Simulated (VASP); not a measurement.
The system is Sn.

```
Sn
1.0
    -1.89465    1.89465    1.89465
     1.89465   -1.89465    1.89465
     1.89465    1.89465   -1.89465
Sn
1
Direct
  0.00000 0.00000 0.00000
```

Base run:

* Program: VASP 6.6.1
* Functional: r2SCAN
* Potentials or basis: VASP PAW PBE potentials, release 64 (Sn_d)
* Cutoff: 520 eV
* k mesh: 7 × 7 × 7
* Occupations: fermi-dirac, width 0.05 eV
* Spin: non-collinear spin, zero start, spin-orbit coupling
* Starting moments: [[0.0, 0.0, 0.0]] μB

Its results: pressure -0.1 GPa; net moment 0.00 μB per cell.

**Question.** The run is repeated on the same cell with these changes: functional from r2SCAN to PBEsol; cutoff from 520 eV to 500 eV; further incar settings from ALGO = Normal; EDIFF = 1e-07; NBANDS = 25 to ALGO = Normal; EDIFF = 1e-06; NBANDS = 25. What comes out?

**Answer.** Pressure -1.9 GPa; net moment 0.00 μB per cell.

Caveats: the PAW data sets were made with another functional, which shifts forces and pressure a little.
